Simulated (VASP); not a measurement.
Here is a VASP 6.6.1 calculation.

INCAR

```
SYSTEM = Pt
PREC = Accurate ; ENCUT = 520
EDIFF = 1E-6 ; ISMEAR = 0
SIGMA = 0.15 ; LREAL = .False.
LASPH = .True. ; NELM = 60
ALGO = Normal ; ISIF = 2
LWAVE = .False. ; LCHARG = .False.
NBANDS = 11
```

The input KPOINTS:

```
regular mesh
0
Gamma
  22 22 22
  0 0 0
```

POSCAR

```
Pt
1.0
    0.0000000000      1.8241006380      2.1287254446
    1.8241006380      0.0000000000      2.1287254446
    1.8241006380      1.8241006380      0.0000000000
Pt
1
Direct
    0.0000000000      0.0000000000      0.0000000000
```

Potentials or basis: VASP PAW LDA potentials, release 64 (Pt).

Command:

```bash
$ cat potpaw_LDA.64/Pt/POTCAR > POTCAR
$ mpirun -np 1 vasp_std > vasp.out
```

Question: Estimate the pressure.

Answer: 19.3 GPa.

Question: Predict the band gap on the k mesh.

Answer: Zero (band 5 reaches 13.97 eV, above the bottom of band 6 at 10.61 eV).

Stress tensor (GPa, compression positive):
```
29.09  0.00  0.00
 0.00 29.09  0.00
 0.00  0.00 -0.25
```

Caveat: spin-orbit coupling is left out, which moves the levels of the heavy elements.
